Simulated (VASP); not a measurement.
SiC:

```
CELL_PARAMETERS angstrom
3.13602 0.00000 0.00000
-1.56801 2.71587 0.00000
0.00000 0.00000 10.26816
ATOMIC_POSITIONS crystal
Si 0.00000 0.00000 0.18789
Si 0.00000 0.00000 0.68789
Si 0.33333 0.66667 0.43784
Si 0.66667 0.33333 0.93784
C 0.00000 0.00000 0.00046
C 0.00000 0.00000 0.50046
C 0.33333 0.66667 0.24980
C 0.66667 0.33333 0.74980
```

Base run:

| Quantity | Value |
| --- | --- |
| Program | VASP 6.6.1 |
| Functional | SVWN5 |
| Potentials or basis | VASP PAW PBE potentials, release 64 (Si, C) |
| Cutoff | 520 eV |
| k mesh | 10 × 10 × 3 |
| Occupations | fermi-dirac, width 0.05 eV |
| Spin | no spin polarisation |

Its results: band gap on the k mesh 2.16 eV, indirect (least direct gap 3.27 eV); pressure -14.0 GPa; largest force 0.021 eV/Å.

Q: The run is repeated on the same cell with these changes: functional from SVWN5 to PBE. What comes out?

A: Band gap on the k mesh 2.21 eV, indirect (least direct gap 3.32 eV); pressure -8.0 GPa; largest force 0.013 eV/Å.

PBE binds less tightly than SVWN5, so the same cell stands under more pressure.

Caveats: the PAW data sets were made with another functional, which shifts forces and pressure a little (some runs).

A k mesh can miss the band edges.
